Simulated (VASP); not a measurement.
# Pd (Fm-3m) in VASP: a series of runs, part 2 of 2

VASP 6.6.1.

### Step 3. Single point, r2SCAN (15.21 Å³/atom)

This run uses another cell than the first one, of 15.21 Å³/atom.

Contents of POSCAR:

```
Pd
1.0
    0.0000000000      1.9666744950      1.9666744950
    1.9666744950      0.0000000000      1.9666744950
    1.9666744950      1.9666744950      0.0000000000
Pd
1
Direct
    0.0000000000      0.0000000000      0.0000000000
```

Contents of INCAR.step1:

```
SYSTEM = Pd
PREC     = Accurate       ! precision mode
ENCUT    = 520            ! plane-wave cutoff, eV
ISMEAR   = 0              ! smearing method
SIGMA    = 0.05           ! smearing width, eV
LREAL    = .FALSE.        ! projectors in reciprocal space
LASPH    = .TRUE.         ! aspherical terms in the spheres
NELM     = 80             ! most SCF steps
NBANDS   = 11             ! bands
GGA      = PE             ! functional
ALGO     = Normal         ! electronic algorithm
EDIFF    = 1E-4           ! SCF threshold, eV
LWAVE    = .TRUE.         ! write WAVECAR
LCHARG   = .FALSE.        ! write CHGCAR
```

Contents of INCAR.step2:

```
SYSTEM = Pd
PREC     = Accurate       ! precision mode
ENCUT    = 520            ! plane-wave cutoff, eV
EDIFF    = 1E-6           ! SCF threshold, eV
ISMEAR   = 0              ! smearing method
SIGMA    = 0.05           ! smearing width, eV
LREAL    = .FALSE.        ! projectors in reciprocal space
LASPH    = .TRUE.         ! aspherical terms in the spheres
NELM     = 80             ! most SCF steps
ALGO     = Normal         ! electronic algorithm
ISIF     = 2              ! what is computed and relaxed
LWAVE    = .FALSE.        ! write WAVECAR
LCHARG   = .FALSE.        ! write CHGCAR
METAGGA  = R2SCAN         ! meta-GGA
LMIXTAU  = .TRUE.       
NBANDS   = 11             ! bands
ISTART   = 1
```

Contents of KPOINTS:

```
regular mesh
0
G
  20 20 20
  0 0 0
```

Potentials or basis: VASP PAW PBE potentials, release 64 (Pd).

Launch:

```bash
> cat potpaw_PBE.64/Pd/POTCAR > POTCAR
> cp INCAR.step1 INCAR
> mpirun -np 1 vasp_std > vasp.out
> cp INCAR.step2 INCAR
> mpirun -np 1 vasp_std > vasp.out
```

OUTCAR:

```text
SYSTEM = Pd
   PREC = Accurate
   ENCUT = 520
   EDIFF = 1E-6
   ISMEAR = 0
   LREAL = .FALSE.
   LASPH = .TRUE.
   NELM = 80
   ISIF = 2
   METAGGA = R2SCAN
   ISTART = 1

 ion  position               nearest neighbor table
   1  0.000  0.000  0.000-

  LATTYP: Found a face centered cubic cell.
 ALAT       =     3.9333489900

  Lattice vectors:

 A1 = (   0.0000000000,   1.9666744950,   1.9666744950)
 A2 = (   1.9666744950,   0.0000000000,   1.9666744950)
 A3 = (   1.9666744950,   1.9666744950,   0.0000000000)

Analysis of symmetry for initial positions (statically):
=====================================================================
 Subroutine PRICEL returns:
 Original cell was already a primitive cell.

 Routine SETGRP: Setting up the symmetry group for a
 face centered cubic supercell.

 Subroutine GETGRP returns: Found 48 space group operations
 (whereof 48 operations were pure point group operations)
 out of a pool of 48 trial point group operations.

The static configuration has the point symmetry O_h .

Analysis of symmetry for dynamics (positions and initial velocities):
=====================================================================
 Subroutine PRICEL returns:
 Original cell was already a primitive cell.

 Routine SETGRP: Setting up the symmetry group for a
 face centered cubic supercell.

 Subroutine GETGRP returns: Found 48 space group operations
 (whereof 48 operations were pure point group operations)
 out of a pool of 48 trial point group operations.

The dynamic configuration has the point symmetry O_h .

 Subroutine INISYM returns: Found 48 space group operations
 (whereof 48 operations are pure point group operations),
 and found     1 'primitive' translations

----------------------------------------------------------------------------------------

                                     Primitive cell

  volume of cell :      15.2134

  direct lattice vectors                    reciprocal lattice vectors
[... 106 lines left out ...]
  volume/ion in A,a.u.               =      15.21       102.67
  Fermi-wavevector in a.u.,A,eV,Ry     =   1.423418  2.689869 27.567006  2.026118
  Thomas-Fermi vector in A             =   2.544017
   LORBIT       =      0    0 simple, 1 ext, 2 COOP (PROOUT), +10 PAW based schemes
   METAGGA = R2SCAN    functional components
   LHFCALC =     F    Hartree Fock is set to
   AEXX    =    0.0000 exact exchange contribution
   IVDW    =     0    specifies the selected vdW correction
   LEPSILON=     F    determine dielectric tensor
   LRPA    =     F    only Hartree local field effects (RPA)
 non-spin polarized calculation
 Gauss-broadening in eV      SIGMA  =   0.05
  energy-cutoff  :      520.00
  volume of cell :       15.21
 maximum number of plane-waves:       424
 NGX is ok and might be reduce to    24
   NGX = 11   NGY = 11   NGZ = 11

 number of electron       9.9999999 magnetization

 Free energy of the ion-electron system (eV)
  ---------------------------------------------------
  ext. energy  EPLUGINS =         0.00000000
  ---------------------------------------------------
  free energy    TOTEN  =       -22.94252658 eV

  energy without entropy =      -22.93931241  energy(sigma->0) =      -22.94091950

 E-fermi :   9.0823     XC(G=0): -13.9047

 val. band max:        9.0779242539   @ k =  -0.4500   0.3000   0.0000
 cond. band min:       9.0911942396   @ k =   0.5000   0.1500   0.0000
 fundamental gap:      0.0132699857
 Fermi energy:         9.0822651510

 k-point     1 :       0.0000    0.0000    0.0000
  band No.  band energies     occupation
      1       2.1533      2.00000
      2       6.3198      2.00000
      3       6.3198      2.00000
      4       6.3198      2.00000
      5       7.8476      2.00000
      6       7.8476      2.00000
      7      27.0961      0.00000
      8      31.6540      0.00000
      9      31.9001      0.00000
     10      31.9001      0.00000
     11      31.9001      0.00000
[... 309 lines left out ...]
 k-point    24 :      -0.3500    0.0500    0.0000
  band No.  band energies     occupation
      1       4.0863      2.00000
      2       6.3630      2.00000
      3       6.4246      2.00000
      4       7.8444      2.00000
      5       8.5056      2.00000
      6       9.2624      0.00000
      7      19.6859      0.00000
      8      27.1018      0.00000
      9      30.8228      0.00000
     10      31.6804      0.00000
     11      32.5918      0.00000

 [... further k-points ...]
[... 5 lines left out ...]
  --------------------------------------------------------------------------------------
  -------------------------------------------------------------------------------------
  Total       -0.2775016     -0.2775016     -0.2775016      0.0000000      0.0000000      0.0000000
  in kB      -29.2245992    -29.2245992    -29.2245992      0.0000000      0.0000000      0.0000000
  external PRESSURE =     -29.2245992 kB  Pullay stress =       0.0000000 kB

 VOLUME and BASIS-vectors are now :
 -----------------------------------------------------------------------------
  energy-cutoff  :      520.00
  volume of cell :       15.21
      direct lattice vectors                 reciprocal lattice vectors
     0.000000000  1.966674495  1.966674495    -0.254236276  0.254236276  0.254236276
     1.966674495  0.000000000  1.966674495     0.254236276 -0.254236276  0.254236276
     1.966674495  1.966674495  0.000000000     0.254236276  0.254236276 -0.254236276

 POSITION                                       TOTAL-FORCE (eV/Angst)
 -----------------------------------------------------------------------------------
      0.00000      0.00000      0.00000        -0.000000      0.000000      0.000000
 -----------------------------------------------------------------------------------
    total drift:                               -0.000000      0.000000     -0.000000

  FREE ENERGIE OF THE ION-ELECTRON SYSTEM (eV)
  ---------------------------------------------------
  free  energy   TOTEN  =       -22.9425265820 eV

  energy  without entropy=      -22.9393124116  energy(sigma->0) =      -22.94091950
```

OUTCAR.step1:

```text
SYSTEM = Pd
   PREC = Accurate
   ENCUT = 520
   ISMEAR = 0
   LREAL = .FALSE.
   LASPH = .TRUE.
   NELM = 80
[... 555 lines left out ...]
 -----------------------------------------------------------------------------------
      0.00000      0.00000      0.00000         0.000000      0.000000      0.000000
 -----------------------------------------------------------------------------------
    total drift:                               -0.000000      0.000000      0.000000

  FREE ENERGIE OF THE ION-ELECTRON SYSTEM (eV)
  ---------------------------------------------------
  free  energy   TOTEN  =        -5.2158872822 eV

  energy  without entropy=       -5.2124048487  energy(sigma->0) =       -5.21414607
```

Wall time 3.3 min (1 thread of Intel Xeon 8259CL, shared host); peak memory 0.18 GiB.

What came out:

```
Free energy            : -22.9425 eV
Pressure               : -2.9 GPa
Band gap on the k mesh : zero (bands 5 and 6 overlap by 1.60 eV)
```

Levels at points of the mesh, in eV from the Fermi level:
```tsv
k point	band 1	band 2	band 3	band 4	band 5	band 6	band 7	band 8	band 9	band 10
(0.00, 0.00, 0.00)	-6.93	-2.76	-2.76	-2.76	-1.23	-1.23	18.01	22.57	22.82	22.82
(0.50, 0.00, 0.00)	-5.17	-2.83	-2.83	-0.03	-0.03	1.37	7.47	17.40	21.82	21.82
(0.50, 0.50, 0.00)	-5.26	-5.00	-0.09	0.30	0.30	3.67	11.00	13.76	13.76	21.77
```

Caveat: the PAW data sets were made with another functional, which shifts forces and pressure a little.
